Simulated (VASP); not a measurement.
Wanted: the native input for a VASP 6.6.1 run.

| Property | Result |
| --- | --- |
| Task | single point |
| Functional | PBE |
| Potentials or basis | VASP PAW PBE potentials, release 64 (Mn_pv, Al) |
| Cutoff | 520 eV |
| k mesh | 6 × 6 × 4 |
| Occupations | gaussian, width 0.1 eV |
| Spin | collinear spin, ferromagnetic start |
| Starting moments | [4.0, 0.0, 0.0, 0.0, 0.0, 0.0] μB |
| Dipole correction | no |
| Further INCAR settings | ALGO = Fast; EDIFF = 1e-06; NBANDS = 27 |

The structure of MnAl5 lies in POSCAR:

```
MnAl5
1.0
    4.3128701800      0.0000000000      0.0000000000
   -2.1564350900      3.7350551400      0.0000000000
    0.0000000000      0.0000000000      5.8545089600
Mn Al
1 5
Direct
    0.0000000000      0.0000000000      0.5000000000
    0.6666666700      0.3333333300      0.7959949400
    0.0000000000      0.0000000000      0.0000000000
    0.6666666700      0.3333333300      0.2040050600
    0.3333333300      0.6666666700      0.2040050600
    0.3333333300      0.6666666700      0.7959949400
```

The input as run:

INCAR

```
SYSTEM = MnAl5
PREC = Accurate
ENCUT = 520
EDIFF = 1E-6
ISMEAR = 0
SIGMA = 0.1
LREAL = .FALSE.
LASPH = .TRUE.
NELM = 150
ALGO = Fast
ISIF = 2
LWAVE = .FALSE.
LCHARG = .TRUE.
ISPIN = 2
MAGMOM = 4 0 0 0 0 0
LORBIT = 11
LMAXMIX = 4
GGA = PE
LELF = .TRUE.
LVHAR = .TRUE.
NBANDS = 27
```

KPOINTS

```
regular mesh
0
G
  6 6 4
  0 0 0
```

Potentials or basis: VASP PAW PBE potentials, release 64 (Mn_pv, Al).

Launch:

```bash
$ cat potpaw_PBE.64/Mn_pv/POTCAR potpaw_PBE.64/Al/POTCAR > POTCAR
$ mpirun -np 1 vasp_std > vasp.out
```

Results of the run:

- Pressure: 10.7 GPa
- Largest force: 2.560 eV/Å
- Net moment: 3.50 μB per cell
- Site moments: Mn +3.58; Al -0.02, -0.00 μB
- Valence electrons inside the program's atomic spheres: Mn 11.40; Al 0.86, 0.78

Caveat: forces of over 1 eV/Å act on the atoms, so gaps and moduli don't describe the material at rest.

Wall time 54 s on 1 thread of Intel(R) Xeon(R) 6975P-C (Granite Rapids), on a shared host, peak memory 0.28 GiB.
